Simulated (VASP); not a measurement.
# Sn (R-3m) in VASP: single point with LDA

Aim: the single point of Sn with LDA.

Program: VASP 6.6.1. These are calculated values, not measurements. Logs are shortened: lines on timing, memory, paths and dates and some standing lists are left out, and cuts for length are marked.

**1. The cell of the first run**

The structure is trigonal, space group R-3m (No. 166). The conventional cell has a = 3.993 Å, b = 3.993 Å, c = 25.808 Å, α = 90.00°, β = 90.00°, γ = 120.00°. Within 4.0 Å of Sn (site symmetry 3m) lie 11 Sn at 2.86 to 3.99 Å. Within 4.0 Å of Sn (site symmetry 3m) lie 13 Sn at 2.93 to 3.99 Å.

**2. Single point, LDA**

Contents of INCAR:

```
SYSTEM = Sn
PREC = Accurate
ENCUT = 520
EDIFF = 1E-6
ISMEAR = 0
SIGMA = 0.1
LREAL = .False.
LASPH = .True.
NELM = 60
ALGO = Normal
ISIF = 2
LWAVE = .False.
LCHARG = .False.
NBANDS = 36
```

Contents of KPOINTS:

```
regular mesh
0
Gamma
  6 6 6
  0 0 0
```

Contents of POSCAR:

```
Sn
1.0
    1.9963784474      1.1526096340      8.6025028330
   -1.9963784474      1.1526096340      8.6025028330
    0.0000000000     -2.3052192680      8.6025028330
Sn
4
Direct
    0.9446277181      0.9446277181      0.9446277181
    0.2077656663      0.2077656663      0.2077656663
    0.7922343337      0.7922343337      0.7922343337
    0.0553722819      0.0553722819      0.0553722819
```

Potentials or basis: VASP PAW LDA potentials, release 64 (Sn_d).

On the command line:

```sh
$ cat potpaw_LDA.64/Sn_d/POTCAR > POTCAR
$ mpirun -np 1 vasp_std > vasp.out
```

OUTCAR:

```text
SYSTEM = Sn
   PREC = Accurate
   ENCUT = 520
   EDIFF = 1E-6
   ISMEAR = 0
   LREAL = .False.
   LASPH = .True.
   NELM = 60
   ISIF = 2

 ion  position               nearest neighbor table
   1  0.945  0.945  0.945-   4 2.86   2 2.93   2 2.93   2 2.93
   2  0.208  0.208  0.208-   1 2.93   1 2.93   1 2.93   3 3.13   3 3.13   3 3.13
   3  0.792  0.792  0.792-   4 2.93   4 2.93   4 2.93   2 3.13   2 3.13   2 3.13
   4  0.055  0.055  0.055-   1 2.86   3 2.93   3 2.93   3 2.93

  LATTYP: Found a trigonal (rhomboedric) cell.
 ALAT       =     8.9060143086
 COS(alpha) =     0.8995039565

  Lattice vectors:

 A1 = (   1.9963784474,   1.1526096340,   8.6025028330)
 A2 = (  -1.9963784474,   1.1526096340,   8.6025028330)
 A3 = (   0.0000000000,  -2.3052192680,   8.6025028330)

Analysis of symmetry for initial positions (statically):
=====================================================================
 Subroutine PRICEL returns:
 Original cell was already a primitive cell.

 Routine SETGRP: Setting up the symmetry group for a
 trigonal (rhombohedral) supercell.

 Subroutine GETGRP returns: Found 12 space group operations
 (whereof 12 operations were pure point group operations)
 out of a pool of 12 trial point group operations.

The static configuration has the point symmetry D_3d.

Analysis of symmetry for dynamics (positions and initial velocities):
=====================================================================
 Subroutine PRICEL returns:
 Original cell was already a primitive cell.

 Routine SETGRP: Setting up the symmetry group for a
 trigonal (rhombohedral) supercell.

 Subroutine GETGRP returns: Found 12 space group operations
 (whereof 12 operations were pure point group operations)
 out of a pool of 12 trial point group operations.

The dynamic configuration has the point symmetry D_3d.

 Subroutine INISYM returns: Found 12 space group operations
 (whereof 12 operations are pure point group operations),
 and found     1 'primitive' translations

----------------------------------------------------------------------------------------

                                     Primitive cell

  volume of cell :     118.7685

  direct lattice vectors                    reciprocal lattice vectors
     1.996378447  1.152609634  8.602502833     0.250453515  0.144599404  0.038748413
    -1.996378447  1.152609634  8.602502833    -0.250453515  0.144599404  0.038748413
     0.000000000 -2.305219268  8.602502833     0.000000000 -0.289198809  0.038748413

  length of vectors
     8.906014309  8.906014309  8.906014309     0.291783123  0.291783123  0.291783123

  position of ions in fractional coordinates (direct lattice)
     0.944627718  0.944627718  0.944627718
     0.207765666  0.207765666  0.207765666
     0.792234334  0.792234334  0.792234334
     0.055372282  0.055372282  0.055372282

  ion indices of the primitive-cell ions
   primitive index   ion index
                 1           1
                 2           2
                 3           3
                 4           4

----------------------------------------------------------------------------------------

 KPOINTS: regular mesh

Automatic generation of k-mesh.
 Grid dimensions read from file:
 generate k-points for:    6    6    6

 Generating k-lattice:

  Cartesian coordinates                     Fractional coordinates (reciprocal lattice)
     0.041742253  0.024099901  0.006458069     0.166666667  0.000000000  0.000000000
    -0.041742253  0.024099901  0.006458069     0.000000000  0.166666667  0.000000000
     0.000000000 -0.048199801  0.006458069     0.000000000  0.000000000  0.166666667

  Length of vectors
     0.048630520  0.048630520  0.048630520

  Shift w.r.t. Gamma in fractional coordinates (k-lattice)
     0.000000000  0.000000000  0.000000000

 Subroutine IBZKPT returns following result:
 ===========================================

 Found     32 irreducible k-points:

 Following reciprocal coordinates:
            Coordinates               Weight
  0.000000  0.000000  0.000000      1.000000
  0.166667 -0.000000 -0.000000      6.000000
  0.333333 -0.000000 -0.000000      6.000000
  0.500000  0.000000  0.000000      3.000000
  0.166667  0.166667 -0.000000      6.000000
  0.333333  0.166667  0.000000     12.000000
[... 16 lines left out ...]
  0.500000  0.500000  0.166667      6.000000
 -0.333333  0.500000  0.166667     12.000000
 [... further k-points ...]
   k-points           NKPTS =     32   k-points in BZ     NKDIM =     32   number of bands    NBANDS=     36
   number of dos      NEDOS =    301   number of ions     NIONS =      4
   total plane-waves  NPLWV = 343000
   dimension x,y,z NGX =    70 NGY =   70 NGZ =   70
   dimension x,y,z NGXF=   140 NGYF=  140 NGZF=  140
   ions per type =               4
   NGX,Y,Z   is equivalent  to a cutoff of  13.07, 13.07, 13.07 a.u.
   NGXF,Y,Z  is equivalent  to a cutoff of  26.13, 26.13, 26.13 a.u.
 SYSTEM =  Sn
   PREC   = accura    normal or accurate (medium, high low for compatibility)
   ISTART =      0    job   : 0-new  1-cont  2-samecut
   ICHARG =      2    charge: 1-file 2-atom 10-const
   ISPIN  =      1    spin polarized calculation?
   LNONCOLLINEAR =      F non collinear calculations
   LSORBIT =      F    spin-orbit coupling
   LASPH  =      T    aspherical Exc in radial PAW
   ENCUT  =  520.0 eV  38.22 Ry    6.18 a.u.  16.56 16.56 16.56*2*pi/ulx,y,z
   NELM   =     60;   NELMIN=  2; NELMDL= -5     # of ELM steps
   EDIFF  = 0.1E-05   stopping-criterion for ELM
   LREAL  =      F    real-space projection
   EDIFFG = 0.1E-04   stopping-criterion for IOM
   NSW    =      0    number of steps for IOM
   IBRION =     -1    ionic relax: 0-MD 1-quasi-New 2-CG
   NFREE  =      0    steps in history (QN), initial steepest desc. (CG)
   ISIF   =      2    stress and relaxation
   ISYM   =      2    0-nonsym 1-usesym 2-fastsym
   POTIM  = 0.5000    time-step for ionic-motion
   TEBEG  =    0.0;   TEEND  =   0.0 temperature during run
   PSTRESS=    0.0 pullay stress
   NELECT =      56.0000    total number of electrons
   NUPDOWN=      -1.0000    fix difference up-down
   EMIN   =  10.00;   EMAX   =-10.00  energy-range for DOS
   EFERMI =   0.00;   METHOD = LEGACY
   ISMEAR =     0;   SIGMA  =   0.10  broadening in eV -4-tet -1-fermi 0-gaus
   EFERMI_NEDOS =   21; number of points for ismear=-14 and -15
   IALGO  =     38    algorithm
   IMIX   =      4    mixing-type and parameters
     AMIX     =   0.40;   BMIX     =  1.00
     AMIX_MAG =   1.60;   BMIX_MAG =  1.00
  volume/ion in A,a.u.               =      29.69       200.37
  Fermi-wavevector in a.u.,A,eV,Ry     =   1.274199  2.407886 22.090174  1.623582
  Thomas-Fermi vector in A             =   2.406980
   LORBIT       =      0    0 simple, 1 ext, 2 COOP (PROOUT), +10 PAW based schemes
   GGA     = CA    functional components
   LHFCALC =     F    Hartree Fock is set to
   AEXX    =    0.0000 exact exchange contribution
   IVDW    =     0    specifies the selected vdW correction
   LEPSILON=     F    determine dielectric tensor
   LRPA    =     F    only Hartree local field effects (RPA)
 non-spin polarized calculation
 Gauss-broadening in eV      SIGMA  =   0.10
  energy-cutoff  :      520.00
  volume of cell :      118.77
 maximum number of plane-waves:      3221
 NGX is ok and might be reduce to    70
   NGX = 33   NGY = 33   NGZ = 33

 number of electron      56.0000002 magnetization

 Free energy of the ion-electron system (eV)
  ---------------------------------------------------
  ext. energy  EPLUGINS =         0.00000000
  ---------------------------------------------------
  free energy    TOTEN  =       -17.23404083 eV

  energy without entropy =      -17.22679222  energy(sigma->0) =      -17.23041653

 E-fermi :   6.6120     XC(G=0): -10.0257

 val. band max:        6.6114976455   @ k =   0.5000   0.0000   0.0000
 cond. band min:       6.6430494694   @ k =   0.3333  -0.0000  -0.0000
 fundamental gap:      0.0315518239
 Fermi energy:         6.6119999027

 k-point     1 :       0.0000    0.0000    0.0000
  band No.  band energies     occupation
      1     -14.8768      2.00000
      2     -14.8768      2.00000
      3     -14.8431      2.00000
      4     -14.8359      2.00000
      5     -14.8359      2.00000
      6     -14.7432      2.00000
[... 28 lines left out ...]
     35      11.1558      0.00000
     36      12.8680      0.00000

 k-point     2 :       0.1667   -0.0000   -0.0000
  band No.  band energies     occupation
      1     -14.8690      2.00000
      2     -14.8595      2.00000
      3     -14.8332      2.00000
      4     -14.8316      2.00000
      5     -14.8214      2.00000
      6     -14.7469      2.00000
[... 28 lines left out ...]
     35      11.5142      0.00000
     36      12.7818      0.00000

 k-point     3 :       0.3333   -0.0000   -0.0000
  band No.  band energies     occupation
      1     -14.8521      2.00000
      2     -14.8351      2.00000
      3     -14.8309      2.00000
      4     -14.7920      2.00000
      5     -14.7795      2.00000
      6     -14.7505      2.00000
[... 28 lines left out ...]
     35      11.7751      0.00000
     36      12.6519      0.00000
[... 742 lines left out ...]
 k-point    23 :       0.5000    0.5000    0.1667
  band No.  band energies     occupation
      1     -14.8651      2.00000
      2     -14.8543      2.00000
      3     -14.8087      2.00000
      4     -14.8023      2.00000
      5     -14.7504      2.00000
      6     -14.7376      2.00000
[... 28 lines left out ...]
     35      11.7539      0.00000
     36      12.7925      0.00000

 k-point    24 :      -0.3333    0.5000    0.1667
  band No.  band energies     occupation
      1     -14.8686      2.00000
      2     -14.8408      2.00000
      3     -14.8104      2.00000
      4     -14.7443      2.00000
      5     -14.7313      2.00000
      6     -14.7122      2.00000
[... 28 lines left out ...]
     35      12.5117      0.00000
     36      12.7607      0.00000

 [... further k-points ...]

------------------------ aborting loop because EDIFF is reached ----------------------------------------

  FORCE on cell =-STRESS in cart. coord.  units (eV):
  Direction    XX          YY          ZZ          XY          YZ          ZX
  --------------------------------------------------------------------------------------
  -------------------------------------------------------------------------------------
  Total       -0.0374491     -0.0374491     -0.1322575      0.0000000      0.0000000      0.0000000
  in kB       -0.5051852     -0.5051852     -1.7841434      0.0000000      0.0000000      0.0000000
  external PRESSURE =      -0.9315046 kB  Pullay stress =       0.0000000 kB

 VOLUME and BASIS-vectors are now :
 -----------------------------------------------------------------------------
  energy-cutoff  :      520.00
  volume of cell :      118.77
      direct lattice vectors                 reciprocal lattice vectors
     1.996378447  1.152609634  8.602502833     0.250453515  0.144599404  0.038748413
    -1.996378447  1.152609634  8.602502833    -0.250453515  0.144599404  0.038748413
     0.000000000 -2.305219268  8.602502833     0.000000000 -0.289198809  0.038748413

 POSITION                                       TOTAL-FORCE (eV/Angst)
 -----------------------------------------------------------------------------------
      0.00000      0.00000     24.37849         0.000000      0.000000     -0.011016
      0.00000      0.00000      5.36191         0.000000      0.000000     -0.002433
      0.00000      0.00000     20.44559         0.000000      0.000000      0.002433
      0.00000      0.00000      1.42902         0.000000     -0.000000      0.011016
 -----------------------------------------------------------------------------------
    total drift:                                0.000000     -0.000000      0.000000

  FREE ENERGIE OF THE ION-ELECTRON SYSTEM (eV)
  ---------------------------------------------------
  free  energy   TOTEN  =       -17.2340408337 eV

  energy  without entropy=      -17.2267922206  energy(sigma->0) =      -17.23041653
```

It took 10 min on 1 thread of Intel Xeon 8259CL, shared host; peak memory 0.51 GiB.

What came out:

```yaml
Free_energy: -17.2340 eV
Pressure: -0.1 GPa
Largest_force: 0.011 eV/Å
Band_gap_on_the_k_mesh: zero (bands 28 and 29 overlap by 3.18 eV)
```

Forces on the atoms (eV/Å):
```
Sn   0.000  0.000 -0.011
Sn   0.000  0.000 -0.002
Sn   0.000  0.000  0.002
Sn   0.000  0.000  0.011
```

Stress tensor (GPa, compression positive):
```
-0.05  0.00  0.00
 0.00 -0.05  0.00
 0.00  0.00 -0.18
```

Levels at points of the mesh, in eV from the Fermi level:
```csv
k point,band 24,band 25,band 26,band 27,band 28,band 29,band 30,band 31,band 32,band 33
"(0.00, 0.00, 0.00)",-2.26,-2.00,1.31,1.31,1.82,1.82,3.48,3.93,3.93,3.93
"(0.50, 0.00, 0.00)",-6.51,-3.60,-2.27,-0.78,-0.66,-0.37,0.00,2.82,2.99,3.89
"(0.50, 0.50, 0.00)",-5.47,-3.43,-3.42,-1.04,-0.70,0.63,0.71,1.74,2.57,2.88
"(0.50, 0.50, 0.50)",-5.47,1.02,1.02,1.56,1.92,2.55,2.55,3.41,3.41,4.38
```

Caveat: spin-orbit coupling is left out, which moves the levels of the heavy elements.

The gap in the log of VASP goes by the Fermi energy; the results here count the filled bands.